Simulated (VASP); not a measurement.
Set up this calculation in VASP 6.6.1, as the native input.

```yaml
Task: single point
Functional: PBE
Potentials_or_basis: VASP PAW PBE potentials, release 64 (Rh_pv, Cl)
Cutoff: 520 eV
k_mesh: 6 × 6 × 1
Occupations: gaussian, width 0.1 eV
Spin: no spin polarisation
Dipole_correction: yes
Further_INCAR_settings: ALGO = Normal; EDIFF = 1e-07; NBANDS = 106
```

The structure of Rh12Cl lies in POSCAR:

```
Rh12Cl
1.0
    5.4165863251      0.0000000000      0.0000000000
   -2.7082931626      4.6909013593      0.0000000000
    0.0000000000      0.0000000000     19.7966119230
Rh Cl
12 1
Direct
    0.3333333333      0.1666666667      0.2020547766
    0.3333333333      0.6666666667      0.2020547766
    0.8333333333      0.1666666667      0.2020547766
    0.8333333333      0.6666666667      0.2020547766
    0.1666666667      0.3333333333      0.3106031937
    0.1666666667      0.8333333333      0.3106031937
    0.6666666667      0.3333333333      0.3106031937
    0.6666666667      0.8333333333      0.3106031937
    0.0000000000      0.0000000000      0.4190925172
    0.0000000000      0.5000000000      0.4190925172
    0.5000000000      0.0000000000      0.4190925172
    0.5000000000      0.5000000000      0.4190925172
    0.3333333333      0.1666666667      0.5155965290
```

The input as run:

INCAR

```
ALGO = Normal
DIPOL = 0.5 0.5 0.326
EDIFF = 1E-7
ENCUT = 520
GGA = PE
IDIPOL = 3
ISIF = 2
ISMEAR = 0
LASPH = True
LCHARG = False
LDIPOL = True
LREAL = False
LWAVE = False
NBANDS = 106
NELM = 80
PREC = Accurate
SIGMA = 0.1
```

KPOINTS

```
k-points
0
Gamma
  6 6 1
```

Potentials or basis: VASP PAW PBE potentials, release 64 (Rh_pv, Cl).

Run with:

```sh
$ cat potpaw_PBE.64/Rh_pv/POTCAR potpaw_PBE.64/Cl/POTCAR > POTCAR
$ mpirun -np 1 vasp_std > vasp.out
```

It gave:

```yaml
Largest_force: 0.948 eV/Å
Band_gap_on_the_k_mesh: zero (an odd number of electrons rules out a gap without spin polarisation)
```

Caveat: an odd number of electrons without spin polarisation forces a metal; a magnetic or distorted state may lie lower.

It took 29 min on 1 thread of Intel Xeon 8259CL, with other jobs on the host, peak memory 0.67 GiB.
